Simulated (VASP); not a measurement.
A run of VASP 6.6.1:

INCAR

```
PREC = Accurate
ENCUT = 600
EDIFF = 1E-7
ISMEAR = -1
SIGMA = 0.05
LREAL = F
LASPH = T
NELM = 100
ALGO = Normal
ISIF = 3
LWAVE = F
LCHARG = F
GGA = PE
IBRION = 2
NSW = 60
EDIFFG = -0.005
```

The input KPOINTS:

```
regular mesh
0
Gamma
  18 18 18
```

File POSCAR:

```
Ag
1.0
    0.0000000000      2.0734371548      2.0734371548
    2.0734371548      0.0000000000      2.0734371548
    2.0734371548      2.0734371548      0.0000000000
Ag
1
Direct
    0.0000000000      0.0000000000      0.0000000000
```

Potentials or basis: VASP PAW PBE potentials, release 64 (Ag).

Launch:

```sh
$ cat potpaw_PBE.64/Ag/POTCAR > POTCAR
$ mpirun -np 1 vasp_std > vasp.out
```

Hardware: 1 thread of Intel(R) Xeon(R) Platinum 8559C (Emerald Rapids), on a shared host.

**Question.** Estimate the wall time of this run.

**Answer.** Run time: 19 s on 1 thread of Intel(R) Xeon(R) Platinum 8559C (Emerald Rapids) (shared host), peak memory 0.17 GiB. Counts: scf iterations 17, k points 195, ion steps 2.
